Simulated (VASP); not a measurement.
A run of VASP 6.6.1 is set up as follows.

Contents of INCAR:

```
SYSTEM = AlP3
PREC = Accurate
ENCUT = 520
EDIFF = 1E-7
ISMEAR = 0
SIGMA = 0.1
LREAL = .False.
LASPH = .True.
NELM = 100
ALGO = Normal
ISIF = 2
LWAVE = .False.
LCHARG = .False.
GGA = PE
NBANDS = 17
```

File KPOINTS:

```
Automatic mesh
0
Gamma
  10 10 10
  0 0 0
```

The input POSCAR:

```
AlP3
1.0
    3.9201296128      0.0000000000      0.0000000000
    0.0000000000      3.9201296128      0.0000000000
    0.0000000000      0.0000000000      3.9201296128
Al P
1 3
Direct
    0.0000000000      0.0000000000      0.0000000000
    0.0000000000      0.5000000000      0.5000000000
    0.5000000000      0.0000000000      0.5000000000
    0.5000000000      0.5000000000      0.0000000000
```

Potentials or basis: VASP PAW PBE potentials, release 64 (Al, P).

Command:

```console
$ cat potpaw_PBE.64/Al/POTCAR potpaw_PBE.64/P/POTCAR > POTCAR
$ mpirun -np 1 vasp_std > vasp.out
```

Problem. What does it give for the band gap on the k mesh?

Solution. Zero (band 9 reaches 13.82 eV, above the bottom of band 10 at 7.51 eV).

Problem. What does it give for the pressure?

Solution. -0.1 GPa.
